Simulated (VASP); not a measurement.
Ca: relaxation of cell and atoms with LDA

Crystal: Ca.

```
CELL_PARAMETERS angstrom
-2.22000 2.22000 2.22000
2.22000 -2.22000 2.22000
2.22000 2.22000 -2.22000
ATOMIC_POSITIONS crystal
Ca 0.00000 0.00000 0.00000
```

This isn't the form of Ca at room conditions, which is fcc.

```json
{
  "Program": "VASP 6.6.1",
  "Task": "relaxation of cell and atoms",
  "Functional": "LDA",
  "Potentials or basis": "VASP PAW LDA potentials, release 64 (Ca_sv)",
  "Cutoff": "500 eV",
  "k mesh": "15 × 15 × 15",
  "Occupations": "fermi-dirac, width 0.1 eV",
  "Spin": "no spin polarisation",
  "Dipole correction": "no",
  "Further INCAR settings": "ALGO = Normal; EDIFF = 1e-07; IBRION = 2; EDIFFG = -0.01; NSW = 80; ISIF = 3"
}
```

```yaml
Relaxed_volume: 37.78 Å³/atom
Relaxed_cell: a = 3.661 Å, b = 3.661 Å, c = 3.661 Å, α = 109.47°, β = 109.47°, γ = 109.47°
Space_group_after_relaxing_to_0.1_Å: Im-3m (No. 229)
Energy_gained_by_relaxing: 45.0 meV/atom
Ionic_steps: 4
Pressure_after_relaxing: 0.0 GPa
Band_gap_on_the_k_mesh: zero (bands 5 and 6 overlap by 0.39 eV)
```

Step by step:
```
step  energy change (eV)  largest force (eV/Å)  pressure (GPa)  volume (Å³)
   1              0.0000                0.0000           -2.19        43.76
   2             -0.0375                0.0000           -1.01        40.09
   3             -0.0449                0.0000           -0.12        38.04
   4             -0.0450                0.0000            0.00        37.78
```

Final structure:
```cif
data_structure
_symmetry_space_group_name_H-M 'P 1'
_symmetry_Int_Tables_number 1
_cell_length_a 3.6613
_cell_length_b 3.6613
_cell_length_c 3.6613
_cell_angle_alpha 109.471
_cell_angle_beta 109.471
_cell_angle_gamma 109.471
_cell_volume 37.78
loop_
_atom_site_label
_atom_site_type_symbol
_atom_site_fract_x
_atom_site_fract_y
_atom_site_fract_z
_atom_site_occupancy
Ca1 Ca 0.00000 0.00000 0.00000 1
```

Levels at points of the mesh, in eV from the Fermi level:
| k point | band 1 | band 2 | band 3 | band 4 | band 5 | band 6 | band 7 | band 8 | band 9 |
| --- | --- | --- | --- | --- | --- | --- | --- | --- | --- |
| (0.00, 0.00, 0.00) | -41.32 | -22.50 | -22.50 | -22.50 | -4.24 | 2.34 | 2.34 | 2.34 | 3.55 |

Run time: 3.4 min on 1 thread of Intel Xeon 8259CL (shared host), peak memory 0.18 GiB.
